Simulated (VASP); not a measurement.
# ZnO (P6_3mc) in VASP: further runs, part 2 of 2

VASP 6.6.1. The steps go on from the part before.

## 3. Single point, r2SCAN

POSCAR

```
ZnO
1.0
    3.2493987239      0.0000000000      0.0000000000
   -1.6246993619      2.8140618419      0.0000000000
    0.0000000000      0.0000000000      5.2038000000
Zn O
2 2
Direct
    0.3333333333      0.6666666667      0.0000000000
    0.6666666667      0.3333333333      0.5000000000
    0.3333333333      0.6666666667      0.3821000000
    0.6666666667      0.3333333333      0.8821000000
```

INCAR.step1

```
SYSTEM = ZnO
PREC = Accurate
ENCUT = 910
ISMEAR = 0
SIGMA = 0.1
LREAL = .FALSE.
LASPH = .TRUE.
NELM = 120
NBANDS = 26
GGA = PE
ALGO = Normal
EDIFF = 1E-5
LWAVE = .TRUE.
LCHARG = .FALSE.
GGA_COMPAT = .FALSE.
```

INCAR.step2

```
SYSTEM = ZnO
PREC = Accurate
ENCUT = 910
EDIFF = 1E-6
ISMEAR = 0
SIGMA = 0.1
LREAL = .FALSE.
LASPH = .TRUE.
NELM = 120
ALGO = Normal
ISIF = 2
LWAVE = .FALSE.
LCHARG = .FALSE.
METAGGA = R2SCAN
LMIXTAU = .TRUE.
NBANDS = 26
ISTART = 1
GGA_COMPAT = .FALSE.
```

KPOINTS

```
Automatic mesh
0
G
  6 6 4
  0 0 0
```

Potentials or basis: VASP PAW PBE potentials, release 64 (Zn, O_h).

Started as:

```
cat potpaw_PBE.64/Zn/POTCAR potpaw_PBE.64/O_h/POTCAR > POTCAR
cp INCAR.step1 INCAR
mpirun -np 1 vasp_std > vasp.out
cp INCAR.step2 INCAR
mpirun -np 1 vasp_std > vasp.out
```

OUTCAR:

```text
SYSTEM = ZnO
   PREC = Accurate
   ENCUT = 910
   EDIFF = 1E-6
   ISMEAR = 0
   LREAL = .FALSE.
   LASPH = .TRUE.
   NELM = 120
   ISIF = 2
   METAGGA = R2SCAN
   ISTART = 1

 ion  position               nearest neighbor table
   1  0.333  0.667  0.000-   4 1.97   4 1.97   4 1.97   3 1.99
   2  0.667  0.333  0.500-   3 1.97   3 1.97   3 1.97   4 1.99
   3  0.333  0.667  0.382-   2 1.97   2 1.97   2 1.97   1 1.99
   4  0.667  0.333  0.882-   1 1.97   1 1.97   1 1.97   2 1.99

  LATTYP: Found a hexagonal cell.
 ALAT       =     3.2493987239
 C/A-ratio  =     1.6014655148

  Lattice vectors:

 A1 = (   3.2493987239,   0.0000000000,   0.0000000000)
 A2 = (  -1.6246993619,   2.8140618419,   0.0000000000)
 A3 = (   0.0000000000,   0.0000000000,   5.2038000000)

Analysis of symmetry for initial positions (statically):
=====================================================================
 Subroutine PRICEL returns:
 Original cell was already a primitive cell.

 Routine SETGRP: Setting up the symmetry group for a
 hexagonal supercell.

 Subroutine GETGRP returns: Found 12 space group operations
 (whereof  6 operations were pure point group operations)
 out of a pool of 24 trial point group operations.

[... 166 lines left out ...]

 val. band max:        1.1707836462   @ k =   0.0000   0.0000   0.0000
 cond. band min:       2.4009356232   @ k =   0.0000   0.0000   0.0000
 fundamental gap:      1.2301519770
 Fermi energy:         1.6515437441

 k-point     1 :       0.0000    0.0000    0.0000
  band No.  band energies     occupation
      1     -17.9127      2.00000
      2     -17.2211      2.00000
      3      -4.6541      2.00000
      4      -4.6541      2.00000
      5      -4.5636      2.00000
      6      -4.4922      2.00000
[... 598 lines left out ...]
     25      17.5653      0.00000
     26      17.5653      0.00000

------------------------ aborting loop because EDIFF is reached ----------------------------------------

  FORCE on cell =-STRESS in cart. coord.  units (eV):
  Direction    XX          YY          ZZ          XY          YZ          ZX
  --------------------------------------------------------------------------------------
  -------------------------------------------------------------------------------------
  Total       -0.1138996     -0.1138996     -0.0737439     -0.0000000      0.0000000      0.0000000
  in kB       -3.8350889     -3.8350889     -2.4830155     -0.0000000      0.0000000      0.0000000
  external PRESSURE =      -3.3843977 kB  Pullay stress =       0.0000000 kB

 VOLUME and BASIS-vectors are now :
 -----------------------------------------------------------------------------
  energy-cutoff  :      910.00
  volume of cell :       47.58
      direct lattice vectors                 reciprocal lattice vectors
     3.249398724  0.000000000  0.000000000     0.307749244  0.177679109  0.000000000
    -1.624699362  2.814061842  0.000000000     0.000000000  0.355358217  0.000000000
     0.000000000  0.000000000  5.203800000     0.000000000  0.000000000  0.192167262

 POSITION                                       TOTAL-FORCE (eV/Angst)
 -----------------------------------------------------------------------------------
     -0.00000      1.87604      0.00000        -0.000000      0.000000      0.033054
      1.62470      0.93802      2.60190         0.000000      0.000000      0.033054
     -0.00000      1.87604      1.98837         0.000000     -0.000000     -0.033054
      1.62470      0.93802      4.59027        -0.000000      0.000000     -0.033054
 -----------------------------------------------------------------------------------
    total drift:                               -0.000001     -0.000000      0.007377

  FREE ENERGIE OF THE ION-ELECTRON SYSTEM (eV)
  ---------------------------------------------------
  free  energy   TOTEN  =       -36.3382748222 eV

  energy  without entropy=      -36.3382748222  energy(sigma->0) =      -36.33827482
```

OUTCAR.step1:

```text
SYSTEM = ZnO
   PREC = Accurate
   ENCUT = 910
   ISMEAR = 0
   LREAL = .FALSE.
   LASPH = .TRUE.
   NELM = 120
[... 834 lines left out ...]
      1.62470      0.93802      2.60190        -0.000000      0.000000      0.032172
     -0.00000      1.87604      1.98837        -0.000000     -0.000000     -0.032172
      1.62470      0.93802      4.59027         0.000000      0.000000     -0.032172
 -----------------------------------------------------------------------------------
    total drift:                               -0.000000     -0.000000      0.000717

  FREE ENERGIE OF THE ION-ELECTRON SYSTEM (eV)
  ---------------------------------------------------
  free  energy   TOTEN  =       -17.8332990345 eV

  energy  without entropy=      -17.8332990343  energy(sigma->0) =      -17.83329903
```

OSZICAR.step1:

```text
N       E                     dE             d eps       ncg     rms          rms(c)
DAV:   1     0.387978207688E+03    0.38798E+03   -0.25101E+04  1092   0.291E+03
DAV:   2     0.465397396275E+02   -0.34144E+03   -0.32024E+03  1132   0.550E+02
DAV:   3    -0.177796686608E+02   -0.64319E+02   -0.62105E+02  1270   0.191E+02
DAV:   4    -0.210184226134E+02   -0.32388E+01   -0.32132E+01  1208   0.476E+01
DAV:   5    -0.210489651456E+02   -0.30543E-01   -0.30527E-01  1210   0.466E+00    0.149E+01
DAV:   6    -0.176469405137E+02    0.34020E+01   -0.61114E+00  1818   0.607E+01    0.895E+00
DAV:   7    -0.178785333250E+02   -0.23159E+00   -0.30974E+00  1300   0.166E+01    0.548E+00
DAV:   8    -0.178779987844E+02    0.53454E-03   -0.53326E-01  1488   0.704E+00    0.183E+00
DAV:   9    -0.178315428049E+02    0.46456E-01   -0.92995E-02  1568   0.574E+00    0.444E-01
DAV:  10    -0.178331051632E+02   -0.15624E-02   -0.41913E-02  1114   0.170E+00    0.121E-01
DAV:  11    -0.178333291032E+02   -0.22394E-03   -0.17761E-03  1318   0.922E-01    0.498E-02
DAV:  12    -0.178332871921E+02    0.41911E-04   -0.36860E-04  1348   0.592E-01    0.114E-02
DAV:  13    -0.178333041267E+02   -0.16935E-04   -0.54947E-05  1174   0.609E-02    0.227E-02
DAV:  14    -0.178332990345E+02    0.50922E-05   -0.13062E-05   878   0.366E-02
   1 F= -.17833299E+02 E0= -.17833299E+02  d E =-.187260E-09
```

It took 2.2 min on 1 thread of Intel Xeon 6975P-C (Granite Rapids), shared host; peak memory 0.26 GiB.

Results:

```yaml
Free_energy: -36.3383 eV
Pressure: -0.3 GPa
Largest_force: 0.033 eV/Å
Band_gap_on_the_k_mesh: 1.23 eV, direct
```

Forces in eV/Å, atoms in the order of the input:
```
Zn   0.000  0.000  0.033
Zn   0.000  0.000  0.033
O    0.000  0.000 -0.033
O    0.000  0.000 -0.033
```

Caveat: the cutoff is under 1.25 times the usual one of these potentials, so pressure, stress and relaxed cells hold a basis-set (Pulay) error; the PAW data sets were made with another functional, which shifts forces and pressure a little.

## 4. Single point, r2SCAN

This run uses another cell than the first one: it holds 8 atoms, not 4.

POSCAR

```
ZnO
1.0
    3.2352006011      0.0000000000      0.0000000000
   -1.6176003005      2.8017659069      0.0000000000
    0.0000000000      0.0000000000     10.4228320776
Zn O
4 4
Direct
    0.3333333333      0.6666666667      0.0006180371
    0.3333333333      0.6666666667      0.5006180371
    0.6666666667      0.3333333333      0.2506180371
    0.6666666667      0.3333333333      0.7506180371
    0.3333333333      0.6666666667      0.1904319629
    0.3333333333      0.6666666667      0.6904319629
    0.6666666667      0.3333333333      0.4404319629
    0.6666666667      0.3333333333      0.9404319629
```

INCAR.step1

```
PREC = Accurate
ENCUT = 520
ISMEAR = 0
SIGMA = 0.05
LREAL = F
LASPH = T
NELM = 100
NBANDS = 46
GGA = PE
ALGO = Normal
EDIFF = 1E-4
LWAVE = T
LCHARG = F
```

INCAR.step2

```
PREC = Accurate
ENCUT = 520
EDIFF = 1E-7
ISMEAR = 0
SIGMA = 0.05
LREAL = F
LASPH = T
NELM = 100
ALGO = Normal
ISIF = 2
LWAVE = F
LCHARG = T
METAGGA = R2SCAN
LMIXTAU = T
LELF = T
LVHAR = T
NBANDS = 46
ISTART = 1
```

KPOINTS

```
Automatic mesh
0
Gamma
  12 12 4
```

Potentials or basis: VASP PAW PBE potentials, release 64 (Zn, O).

Started as:

```
cat potpaw_PBE.64/Zn/POTCAR potpaw_PBE.64/O/POTCAR > POTCAR
cp INCAR.step1 INCAR
mpirun -np 1 vasp_std > vasp.out
cp INCAR.step2 INCAR
mpirun -np 1 vasp_std > vasp.out
```

OUTCAR:

```text
PREC = Accurate
   ENCUT = 520
   EDIFF = 1E-7
   ISMEAR = 0
   LREAL = F
   LASPH = T
   NELM = 100
   ISIF = 2
   METAGGA = R2SCAN
   ISTART = 1

 ion  position               nearest neighbor table
   1  0.333  0.667  0.001-   8 1.97   8 1.97   8 1.97   5 1.98
   2  0.333  0.667  0.501-   7 1.97   7 1.97   7 1.97   6 1.98
   3  0.667  0.333  0.251-   5 1.97   5 1.97   5 1.97   7 1.98
   4  0.667  0.333  0.751-   6 1.97   6 1.97   6 1.97   8 1.98
   5  0.333  0.667  0.190-   3 1.97   3 1.97   3 1.97   1 1.98
   6  0.333  0.667  0.690-   4 1.97   4 1.97   4 1.97   2 1.98
   7  0.667  0.333  0.440-   2 1.97   2 1.97   2 1.97   3 1.98
   8  0.667  0.333  0.940-   1 1.97   1 1.97   1 1.97   4 1.98
[... 7 lines left out ...]
 A1 = (   3.2352006011,   0.0000000000,   0.0000000000)
 A2 = (  -1.6176003005,   2.8017659069,   0.0000000000)
 A3 = (   0.0000000000,   0.0000000000,  10.4228320776)

Analysis of symmetry for initial positions (statically):
=====================================================================
 Subroutine PRICEL returns following result:

  LATTYP: Found a hexagonal cell.
 ALAT       =     3.2352006011
 C/A-ratio  =     1.6108478828

  Lattice vectors:

 A1 = (   3.2352006011,   0.0000000000,   0.0000000000)
 A2 = (  -1.6176003005,   2.8017659069,   0.0000000000)
 A3 = (   0.0000000000,   0.0000000000,   5.2114160388)

   2 primitive cells build up your supercell.

 Routine SETGRP: Setting up the symmetry group for a
 hexagonal supercell.

 Subroutine GETGRP returns: Found 12 space group operations
 (whereof  6 operations were pure point group operations)
 out of a pool of 24 trial point group operations.

The static configuration has the point symmetry C_3v.
 The point group associated with its full space group is C_6v.

Analysis of symmetry for dynamics (positions and initial velocities):
=====================================================================
 Subroutine PRICEL returns following result:

  LATTYP: Found a hexagonal cell.
[... 148 lines left out ...]
   METAGGA = R2SCAN    functional components
   LHFCALC =     F    Hartree Fock is set to
   AEXX    =    0.0000 exact exchange contribution
   IVDW    =     0    specifies the selected vdW correction
   LEPSILON=     F    determine dielectric tensor
   LRPA    =     F    only Hartree local field effects (RPA)
 non-spin polarized calculation
 Gauss-broadening in eV      SIGMA  =   0.05
  energy-cutoff  :      520.00
  volume of cell :       94.48
 maximum number of plane-waves:      2574
   NGX = 13   NGY = 13   NGZ = 39

 number of electron      72.0000043 magnetization

 Free energy of the ion-electron system (eV)
  ---------------------------------------------------
  ext. energy  EPLUGINS =         0.00000000
  ---------------------------------------------------
  free energy    TOTEN  =       -72.63353674 eV

  energy without entropy =      -72.63353674  energy(sigma->0) =      -72.63353674

 E-fermi :   1.1667     XC(G=0): -11.7063

 val. band max:        0.9187557489   @ k =   0.0000   0.0000   0.0000
 cond. band min:       2.1535509000   @ k =   0.0000   0.0000   0.0000
 fundamental gap:      1.2347951511
 Fermi energy:         1.1666930801

 k-point     1 :       0.0000    0.0000    0.0000
  band No.  band energies     occupation
      1     -18.2269      2.00000
      2     -17.8875      2.00000
      3     -17.8875      2.00000
      4     -17.5308      2.00000
      5      -5.1280      2.00000
      6      -5.1280      2.00000
[... 1165 lines left out ...]
     45      12.7314      0.00000
     46      12.7472      0.00000

 [... further k-points ...]

------------------------ aborting loop because EDIFF is reached ----------------------------------------

  FORCE on cell =-STRESS in cart. coord.  units (eV):
  Direction    XX          YY          ZZ          XY          YZ          ZX
  --------------------------------------------------------------------------------------
  -------------------------------------------------------------------------------------
  Total        0.5625394      0.5625394      0.6048404      0.0000000     -0.0000000      0.0000000
  in kB        9.5399192      9.5399192     10.2572883      0.0000000     -0.0000000      0.0000000
  external PRESSURE =       9.7790423 kB  Pullay stress =       0.0000000 kB

 VOLUME and BASIS-vectors are now :
 -----------------------------------------------------------------------------
  energy-cutoff  :      520.00
  volume of cell :       94.48
      direct lattice vectors                 reciprocal lattice vectors
     3.235200601  0.000000000  0.000000000     0.309099844  0.178458878  0.000000000
    -1.617600300  2.801765907  0.000000000     0.000000000  0.356917756  0.000000000
     0.000000000  0.000000000 10.422832078     0.000000000  0.000000000  0.095943213

 POSITION                                       TOTAL-FORCE (eV/Angst)
 -----------------------------------------------------------------------------------
     -0.00000      1.86784      0.00644        -0.000000      0.000000     -0.011600
     -0.00000      1.86784      5.21786        -0.000000      0.000000     -0.011600
      1.61760      0.93392      2.61215         0.000000     -0.000000     -0.011600
      1.61760      0.93392      7.82357         0.000000     -0.000000     -0.011600
     -0.00000      1.86784      1.98484         0.000000     -0.000000      0.011600
     -0.00000      1.86784      7.19626         0.000000     -0.000000      0.011600
      1.61760      0.93392      4.59055         0.000000     -0.000000      0.011600
      1.61760      0.93392      9.80196         0.000000     -0.000000      0.011600
 -----------------------------------------------------------------------------------
    total drift:                                0.000000      0.000001     -0.181395

  FREE ENERGIE OF THE ION-ELECTRON SYSTEM (eV)
  ---------------------------------------------------
  free  energy   TOTEN  =       -72.6335367397 eV

  energy  without entropy=      -72.6335367397  energy(sigma->0) =      -72.63353674
```

OUTCAR.step1:

```text
PREC = Accurate
   ENCUT = 520
   ISMEAR = 0
   LREAL = F
[... 1437 lines left out ...]
     -0.00000      1.86784      1.98484        -0.000000     -0.000000     -0.003485
     -0.00000      1.86784      7.19626        -0.000000      0.000000     -0.003485
      1.61760      0.93392      4.59055         0.000000      0.000000     -0.003485
      1.61760      0.93392      9.80196         0.000000      0.000000     -0.003485
 -----------------------------------------------------------------------------------
    total drift:                               -0.000001     -0.000000      0.006005

  FREE ENERGIE OF THE ION-ELECTRON SYSTEM (eV)
  ---------------------------------------------------
  free  energy   TOTEN  =       -35.6171208914 eV

  energy  without entropy=      -35.6171208914  energy(sigma->0) =      -35.61712089
```

Wall time 29 min (1 thread of Oxide Virtual Turin-like, shared host); peak memory 0.3 GiB.

What came out:

```
Free energy            : -72.6335 eV
Pressure               : 1.0 GPa
Largest force          : 0.012 eV/Å
Band gap on the k mesh : 1.23 eV
```

Forces in eV/Å, atoms in the order of the input:
```
Zn   0.000  0.000 -0.012
Zn   0.000  0.000 -0.012
Zn   0.000  0.000 -0.012
Zn   0.000  0.000 -0.012
O    0.000  0.000  0.012
O    0.000  0.000  0.012
O    0.000  0.000  0.012
O    0.000  0.000  0.012
```

Caveat: the PAW data sets were made with another functional, which shifts forces and pressure a little. A k mesh can miss the band edges.

## 5. Summary

| potentials or basis | cell | k mesh | cutoff (eV) | smearing | second run | gap on the mesh (eV) | pressure (GPa) | largest force (eV/Å) |
| --- | --- | --- | --- | --- | --- | --- | --- | --- |
| VASP PAW PBE potentials, release 64 (Zn, O) | a = 3.249, b = 3.249, c = 5.204 Å, angles 90.0, 90.0, 120.0°, 4 atoms | 6 × 6 × 4 | 520 | gaussian 0.1 eV | - | 1.23 | -0.1 | 0.02 |
| VASP PAW PBE potentials, release 64 (Zn, O_h) | a = 3.249, b = 3.249, c = 5.204 Å, angles 90.0, 90.0, 120.0°, 4 atoms | 6 × 6 × 4 | 910 | gaussian 0.1 eV | hard_potentials | 1.23 | -0.3 | 0.03 |
| VASP PAW PBE potentials, release 64 (Zn, O) | a = 3.235, b = 3.235, c = 10.423 Å, angles 90.0, 90.0, 120.0°, 8 atoms | 12 × 12 × 4 | 520 | gaussian 0.05 eV | - | 1.23 | 1.0 | 0.01 |

Alike in all rows: task single point; level r2SCAN; no spin polarisation.

Caveats: the PAW data sets were made with another functional, which shifts forces and pressure a little; the cutoff is under 1.25 times the usual one of these potentials, so pressure, stress and relaxed cells hold a basis-set (Pulay) error (some runs).

Absolute energies hang on the potentials; compare differences alone.

## 6. How close it comes

Step 2. Against the measured gap of ZnO, 3.37 eV (quoted in “Electronic structure of alkaline earth and post-transition metal oxides”, 2009, arxiv:0908.1581), the calculated 1.23 eV is off by -2.14 eV. So large a miss can be the level of theory's own, or it may mean another phase, state or a wrong row. The value is that of r2SCAN, without temperature or zero-point motion.

Step 3. A measured gap of ZnO is 3.37 eV (quoted in “Electronic structure of alkaline earth and post-transition metal oxides”, 2009, arxiv:0908.1581); the calculated 1.23 eV misses it by -2.14 eV. So large a miss can be the level of theory's own, or it may mean another phase, state or a wrong row. The value is that of r2SCAN, without temperature or zero-point motion.
